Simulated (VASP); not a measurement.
**Zr: single point with r2SCAN**

Crystal: Zr.

```
Zr
1.0
     3.18549    0.00000    0.00000
    -1.59274    2.75871    0.00000
     0.00000    0.00000    5.07948
Zr
2
Direct
  0.33333 0.66667 0.25000
  0.66667 0.33333 0.75000
```

- Program: VASP 6.6.1
- Task: single point
- Functional: r2SCAN
- Potentials or basis: VASP PAW PBE potentials, release 64 (Zr_sv)
- Cutoff: 520 eV
- k mesh: 15 × 15 × 8
- Occupations: fermi-dirac, width 0.1 eV
- Spin: no spin polarisation

```json
{
  "Pressure": "5.3 GPa",
  "Band gap on the k mesh": "zero (bands 12 and 13 overlap by 1.32 eV)"
}
```

Levels at points of the mesh, in eV from the Fermi level:
```csv
k point,band 8,band 9,band 10,band 11,band 12,band 13,band 14,band 15,band 16,band 17
"(0.00, 0.00, 0.00)",-27.18,-6.06,-3.30,1.00,1.00,1.17,1.22,1.79,1.79,2.50
"(0.00, 0.00, 0.50)",-27.26,-4.21,-4.21,0.03,0.03,0.92,0.92,0.92,0.92,4.46
```

Wall time 2.5 min on 1 thread of Intel(R) Xeon(R) 6975P-C (Granite Rapids) (shared host), peak memory 0.23 GiB.

Caveat: the cell stands under pressure; the PAW data sets were made with another functional, which shifts forces and pressure a little.
